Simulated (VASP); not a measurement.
**InSe2: single point with PBE**

The system is InSe2.

```
CELL_PARAMETERS angstrom
5.06294 0.00000 0.00000
-2.53147 4.38463 0.00000
0.00000 0.00000 6.03263
ATOMIC_POSITIONS crystal
In 0.00000 0.00000 0.00000
Se 0.33333 0.66667 0.00000
Se 0.66667 0.33333 0.00000
```

```yaml
Program: VASP 6.6.1
Task: single point
Functional: PBE
Potentials_or_basis: VASP PAW PBE potentials, release 64 (In_d, Se)
Cutoff: 520 eV
k_mesh: 12 × 12 × 8
Occupations: gaussian, width 0.1 eV
Spin: no spin polarisation
Dipole_correction: no
k_mesh_for_the_DOS: 18 × 18 × 12
Occupations_for_the_DOS: tetrahedron
Further_INCAR_settings: ALGO = Normal; EDIFF = 1e-07; NBANDS = 20
```

The valence electrons inside the program's atomic spheres are In 11.22; Se 3.71.

Levels at points of the mesh, in eV from the Fermi level:
```
           k point  band 9  band 10  band 11  band 12  band 13  band 14  band 15  band 16
(0.00, 0.00, 0.00)   -3.76    -3.03    -2.82    -2.13    -2.13     0.06     3.39     3.89
(0.50, 0.00, 0.00)   -5.08    -1.92    -1.23    -0.58     0.71     0.98     2.36     4.63
(0.00, 0.00, 0.50)   -3.76    -3.20    -2.77    -2.13    -2.13     0.01     3.15     6.35
(0.50, 0.00, 0.50)   -5.08    -2.03    -1.36    -0.57     0.76     0.98     1.88     4.71
```

Wall time 12 min on 1 thread of Intel Xeon 8259CL, on a shared host, peak memory 0.76 GiB.

Caveat: spin-orbit coupling is left out, which moves the levels of the heavy elements.
